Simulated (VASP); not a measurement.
# Te (Fd-3m) in VASP: further runs

Te is run at these levels: PBE; tasks: single point.

All numbers are computed with VASP 6.6.1; they aren't measurements. Logs are shortened: lines on timing, memory, paths and dates and some standing lists are left out, and cuts for length are marked.

### 1 The cell of the first run

It takes space group Fd-3m (No. 227, cubic). The conventional cell has a = 6.558 Å, b = 6.558 Å, c = 6.558 Å, α = 90.00°, β = 90.00°, γ = 90.00°. Within 3.7 Å of Te (site symmetry -43m) lie 4 Te at 2.84 Å.

This isn't the form of Te at room conditions, which is trigonal, of chains.

### 2 Single point, PBE (35.25 Å³/atom)

File INCAR:

```
PREC = Accurate ; ENCUT = 520
EDIFF = 1E-6 ; ISMEAR = -1
SIGMA = 0.1 ; LREAL = F
LASPH = T ; NELM = 80
ALGO = Normal ; ISIF = 2
LWAVE = F ; LCHARG = F
GGA = PE ; NBANDS = 13
```

File KPOINTS:

```
Automatic mesh
0
Gamma
  10 10 10
```

File POSCAR:

```
Te
1.0
    0.0000000000      3.2788292006      3.2788292006
    3.2788292006      0.0000000000      3.2788292006
    3.2788292006      3.2788292006      0.0000000000
Te
2
Direct
   -0.1250000000     -0.1250000000     -0.1250000000
    0.1250000000      0.1250000000      0.1250000000
```

Potentials or basis: VASP PAW PBE potentials, release 64 (Te).

Launch:

```bash
$ cat potpaw_PBE.64/Te/POTCAR > POTCAR
$ mpirun -np 1 vasp_std > vasp.out
```

OUTCAR:

```text
PREC = Accurate
   ENCUT = 520
   EDIFF = 1E-6
   ISMEAR = -1
   LREAL = F
   LASPH = T
   NELM = 80
   ISIF = 2
   GGA = PE

 ion  position               nearest neighbor table
   1  0.875  0.875  0.875-   2 2.84   2 2.84   2 2.84   2 2.84
   2  0.125  0.125  0.125-   1 2.84   1 2.84   1 2.84   1 2.84

  LATTYP: Found a face centered cubic cell.
 ALAT       =     6.5576584012

  Lattice vectors:

 A1 = (   0.0000000000,   3.2788292006,   3.2788292006)
 A2 = (   3.2788292006,   0.0000000000,   3.2788292006)
 A3 = (   3.2788292006,   3.2788292006,   0.0000000000)

Analysis of symmetry for initial positions (statically):
=====================================================================
 Subroutine PRICEL returns:
 Original cell was already a primitive cell.

 Routine SETGRP: Setting up the symmetry group for a
 face centered cubic supercell.

 Subroutine GETGRP returns: Found 48 space group operations
 (whereof 12 operations were pure point group operations)
 out of a pool of 48 trial point group operations.

The static configuration has the point symmetry D_3d.
 The point group associated with its full space group is O_h .

Analysis of symmetry for dynamics (positions and initial velocities):
=====================================================================
 Subroutine PRICEL returns:
 Original cell was already a primitive cell.

 Routine SETGRP: Setting up the symmetry group for a
 face centered cubic supercell.

 Subroutine GETGRP returns: Found 48 space group operations
 (whereof 12 operations were pure point group operations)
 out of a pool of 48 trial point group operations.

The dynamic configuration has the point symmetry D_3d.
 The point group associated with its full space group is O_h .

 Subroutine INISYM returns: Found 48 space group operations
 (whereof 12 operations are pure point group operations),
 and found     1 'primitive' translations

----------------------------------------------------------------------------------------

                                     Primitive cell

  volume of cell :      70.4996

  direct lattice vectors                    reciprocal lattice vectors
     0.000000000  3.278829201  3.278829201    -0.152493457  0.152493457  0.152493457
     3.278829201  0.000000000  3.278829201     0.152493457 -0.152493457  0.152493457
     3.278829201  3.278829201  0.000000000     0.152493457  0.152493457 -0.152493457

  length of vectors
     4.636964724  4.636964724  4.636964724     0.264126415  0.264126415  0.264126415

  position of ions in fractional coordinates (direct lattice)
     0.875000000  0.875000000  0.875000000
     0.125000000  0.125000000  0.125000000

  ion indices of the primitive-cell ions
   primitive index   ion index
                 1           1
                 2           2

----------------------------------------------------------------------------------------

 KPOINTS: Automatic mesh

Automatic generation of k-mesh.
 Grid dimensions read from file:
 generate k-points for:   10   10   10

 Generating k-lattice:

  Cartesian coordinates                     Fractional coordinates (reciprocal lattice)
    -0.015249346  0.015249346  0.015249346     0.100000000  0.000000000  0.000000000
     0.015249346 -0.015249346  0.015249346     0.000000000  0.100000000  0.000000000
     0.015249346  0.015249346 -0.015249346     0.000000000  0.000000000  0.100000000

  Length of vectors
     0.026412642  0.026412642  0.026412642

  Shift w.r.t. Gamma in fractional coordinates (k-lattice)
     0.000000000  0.000000000  0.000000000

 Subroutine IBZKPT returns following result:
 ===========================================

 Found     47 irreducible k-points:

 Following reciprocal coordinates:
            Coordinates               Weight
  0.000000  0.000000  0.000000      1.000000
  0.100000  0.000000  0.000000      8.000000
  0.200000  0.000000  0.000000      8.000000
  0.300000  0.000000  0.000000      8.000000
  0.400000  0.000000  0.000000      8.000000
  0.500000  0.000000  0.000000      4.000000
[... 16 lines left out ...]
  0.300000  0.300000  0.000000      6.000000
  0.400000  0.300000  0.000000     24.000000
 [... further k-points ...]
   k-points           NKPTS =     47   k-points in BZ     NKDIM =     47   number of bands    NBANDS=     13
   number of dos      NEDOS =    301   number of ions     NIONS =      2
   total plane-waves  NPLWV =  46656
   dimension x,y,z NGX =    36 NGY =   36 NGZ =   36
   dimension x,y,z NGXF=    72 NGYF=   72 NGZF=   72
   ions per type =               2
   NGX,Y,Z   is equivalent  to a cutoff of  12.91, 12.91, 12.91 a.u.
   NGXF,Y,Z  is equivalent  to a cutoff of  25.81, 25.81, 25.81 a.u.
 SYSTEM =  unknown system
   PREC   = accura    normal or accurate (medium, high low for compatibility)
   ISTART =      0    job   : 0-new  1-cont  2-samecut
   ICHARG =      2    charge: 1-file 2-atom 10-const
   ISPIN  =      1    spin polarized calculation?
   LNONCOLLINEAR =      F non collinear calculations
   LSORBIT =      F    spin-orbit coupling
   LASPH  =      T    aspherical Exc in radial PAW
   ENCUT  =  520.0 eV  38.22 Ry    6.18 a.u.   8.62  8.62  8.62*2*pi/ulx,y,z
   NELM   =     80;   NELMIN=  2; NELMDL= -5     # of ELM steps
   EDIFF  = 0.1E-05   stopping-criterion for ELM
   LREAL  =      F    real-space projection
   EDIFFG = 0.1E-04   stopping-criterion for IOM
   NSW    =      0    number of steps for IOM
   IBRION =     -1    ionic relax: 0-MD 1-quasi-New 2-CG
   NFREE  =      0    steps in history (QN), initial steepest desc. (CG)
   ISIF   =      2    stress and relaxation
   ISYM   =      2    0-nonsym 1-usesym 2-fastsym
   POTIM  = 0.5000    time-step for ionic-motion
   TEBEG  =    0.0;   TEEND  =   0.0 temperature during run
   PSTRESS=    0.0 pullay stress
   NELECT =      12.0000    total number of electrons
   NUPDOWN=      -1.0000    fix difference up-down
   EMIN   =  10.00;   EMAX   =-10.00  energy-range for DOS
   EFERMI =   0.00;   METHOD = LEGACY
   ISMEAR =    -1;   SIGMA  =   0.10  broadening in eV -4-tet -1-fermi 0-gaus
   EFERMI_NEDOS =   21; number of points for ismear=-14 and -15
   IALGO  =     38    algorithm
   IMIX   =      4    mixing-type and parameters
     AMIX     =   0.40;   BMIX     =  1.00
     AMIX_MAG =   1.60;   BMIX_MAG =  1.00
  volume/ion in A,a.u.               =      35.25       237.88
  Fermi-wavevector in a.u.,A,eV,Ry     =   0.907277  1.714504 11.199651  0.823151
  Thomas-Fermi vector in A             =   2.031065
   LORBIT       =      0    0 simple, 1 ext, 2 COOP (PROOUT), +10 PAW based schemes
   GGA     = PE    functional components
[... 5 lines left out ...]
 non-spin polarized calculation
  energy-cutoff  :      520.00
  volume of cell :       70.50
 maximum number of plane-waves:      1917
   NGX = 17   NGY = 17   NGZ = 17

 number of electron      12.0000000 magnetization

 Free energy of the ion-electron system (eV)
  ---------------------------------------------------
  ext. energy  EPLUGINS =         0.00000000
  ---------------------------------------------------
  free energy    TOTEN  =        -4.76567664 eV

  energy without entropy =       -4.70205429  energy(sigma->0) =       -4.73386547

 E-fermi :   6.0781     XC(G=0):  -8.7042

 val. band max:        6.0583709725   @ k =  -0.3000   0.3000   0.1000
 cond. band min:       6.0788510337   @ k =  -0.4000   0.3000   0.0000
 fundamental gap:      0.0204800612
 Fermi energy:         6.0781415810

 k-point     1 :       0.0000    0.0000    0.0000
  band No.  band energies     occupation
      1      -8.6271      2.00000
      2      -1.7170      2.00000
      3       2.2582      2.00000
      4       2.2582      2.00000
      5       2.2582      2.00000
      6       5.0141      1.99995
      7       5.0141      1.99995
      8       5.0141      1.99995
      9       9.5082      0.00000
     10      11.7771      0.00000
     11      11.7771      0.00000
     12      13.3635      0.00000
     13      13.3635      0.00000

 k-point     2 :       0.1000    0.0000    0.0000
  band No.  band energies     occupation
      1      -8.5505      2.00000
      2      -2.0539      2.00000
      3       2.1474      2.00000
      4       2.1474      2.00000
      5       2.3219      2.00000
      6       5.1807      1.99975
      7       5.1807      1.99975
      8       5.2165      1.99964
      9       9.8510      0.00000
     10      11.4737      0.00000
     11      11.4737      0.00000
     12      13.0957      0.00000
     13      13.9724      0.00000

 k-point     3 :       0.2000    0.0000    0.0000
  band No.  band energies     occupation
      1      -8.3286      2.00000
      2      -2.8330      2.00000
      3       1.9038      2.00000
      4       1.9038      2.00000
      5       2.3179      2.00000
      6       5.5560      1.98925
      7       5.5560      1.98925
      8       5.9056      1.69756
      9      10.5909      0.00000
     10      11.1726      0.00000
     11      11.1726      0.00000
     12      12.8198      0.00000
     13      15.2051      0.00000
[... 305 lines left out ...]
 k-point    23 :       0.3000    0.3000    0.0000
  band No.  band energies     occupation
      1      -7.7197      2.00000
      2      -4.1797      2.00000
      3       0.9632      2.00000
      4       0.9632      2.00000
      5       4.0261      2.00000
      6       4.1369      2.00000
      7       7.4850      0.00000
      8       7.4850      0.00000
      9       9.7475      0.00000
     10      12.4143      0.00000
     11      12.8139      0.00000
     12      15.3625      0.00000
     13      15.3625      0.00000

 k-point    24 :       0.4000    0.3000    0.0000
  band No.  band energies     occupation
      1      -7.3719      2.00000
      2      -4.7627      2.00000
      3       0.6629      2.00000
      4       0.8182      2.00000
      5       4.0535      2.00000
      6       4.3997      2.00000
      7       7.8363      0.00000
      8       7.8936      0.00000
      9      10.2701      0.00000
     10      12.4721      0.00000
     11      13.1876      0.00000
     12      14.6329      0.00000
     13      15.0644      0.00000

 [... further k-points ...]
[... 5 lines left out ...]
  --------------------------------------------------------------------------------------
  -------------------------------------------------------------------------------------
  Total        5.7844451      5.7844451      5.7844451     -0.0000000      0.0000000      0.0000000
  in kB      131.4576632    131.4576632    131.4576632     -0.0000000      0.0000000      0.0000000
  external PRESSURE =     131.4576632 kB  Pullay stress =       0.0000000 kB

 VOLUME and BASIS-vectors are now :
 -----------------------------------------------------------------------------
  energy-cutoff  :      520.00
  volume of cell :       70.50
      direct lattice vectors                 reciprocal lattice vectors
     0.000000000  3.278829201  3.278829201    -0.152493457  0.152493457  0.152493457
     3.278829201  0.000000000  3.278829201     0.152493457 -0.152493457  0.152493457
     3.278829201  3.278829201  0.000000000     0.152493457  0.152493457 -0.152493457

 POSITION                                       TOTAL-FORCE (eV/Angst)
 -----------------------------------------------------------------------------------
      5.73795      5.73795      5.73795        -0.000000     -0.000000     -0.000000
      0.81971      0.81971      0.81971         0.000000      0.000000      0.000000
 -----------------------------------------------------------------------------------
    total drift:                               -0.000000      0.000000      0.000000

  FREE ENERGIE OF THE ION-ELECTRON SYSTEM (eV)
  ---------------------------------------------------
  free  energy   TOTEN  =        -4.7656766449 eV

  energy  without entropy=       -4.7020542896  energy(sigma->0) =       -4.73386547
```

Wall time 26 s (1 thread of Intel Xeon Platinum 8259CL at 2.50GHz (Skylake/Cascade Lake), shared host); peak memory 0.22 GiB.

Results:

```yaml
Free_energy: -4.7657 eV
Pressure: 13.1 GPa
Band_gap_on_the_k_mesh: zero (bands 6 and 7 overlap by 1.56 eV)
```

Caveat: the cell stands under pressure; spin-orbit coupling is left out, which moves the levels of the heavy elements.

[end of part 1 of 3]

The gap in the log of VASP goes by the Fermi energy; the results here count the filled bands.